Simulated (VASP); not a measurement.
Wanted: the native input for a VASP 6.6.1 run.

- Task: single point
- Functional: PBE
- Potentials or basis: VASP PAW PBE potentials, release 64 (In_d)
- Cutoff: 520 eV
- k mesh: 5 × 5 × 5
- Occupations: fermi-dirac, width 0.1 eV
- Spin: no spin polarisation
- Dipole correction: no
- Further INCAR settings: ALGO = Normal; EDIFF = 1e-06; NBANDS = 62

The structure of In lies in POSCAR:

```
In
1.0
    6.0918459163      0.0000000000      0.0000000000
    0.0000000000      6.0918459163      0.0000000000
    0.0000000000      0.0000000000      6.0918459163
In
8
Direct
    1.0000000000      1.0000000000      0.0000000000
    0.5000000000      0.5000000000      0.5000000000
    0.2500000000      1.0000000000      0.5000000000
    0.7500000000      0.0000000000      0.5000000000
    0.5000000000      0.2500000000      1.0000000000
    0.5000000000      0.7500000000      0.0000000000
    1.0000000000      0.5000000000      0.2500000000
    1.0000000000      0.5000000000      0.7500000000
```

One way to write it, as run:

INCAR

```
SYSTEM = In
  PREC = Accurate
  ENCUT = 520
  EDIFF = 1E-6
  ISMEAR = -1
  SIGMA = 0.1
  LREAL = .False.
  LASPH = .True.
  NELM = 100
  ALGO = Normal
  ISIF = 2
  LWAVE = .False.
  LCHARG = .False.
  GGA = PE
  NBANDS = 62
```

KPOINTS

```
regular mesh
0
Gamma
  5 5 5
  0 0 0
```

Potentials or basis: VASP PAW PBE potentials, release 64 (In_d).

Command:

```sh
$ cat potpaw_PBE.64/In_d/POTCAR > POTCAR
$ mpirun -np 1 vasp_std > vasp.out
```

It gave:

The pressure is 0.0 GPa. The band gap on the k mesh is zero (bands 52 and 53 overlap by 2.15 eV).

Caveat: spin-orbit coupling is left out, which moves the levels of the heavy elements.

Wall time 70 s on 1 thread of Intel(R) Xeon(R) 6975P-C (Granite Rapids), on a shared host, peak memory 0.35 GiB.
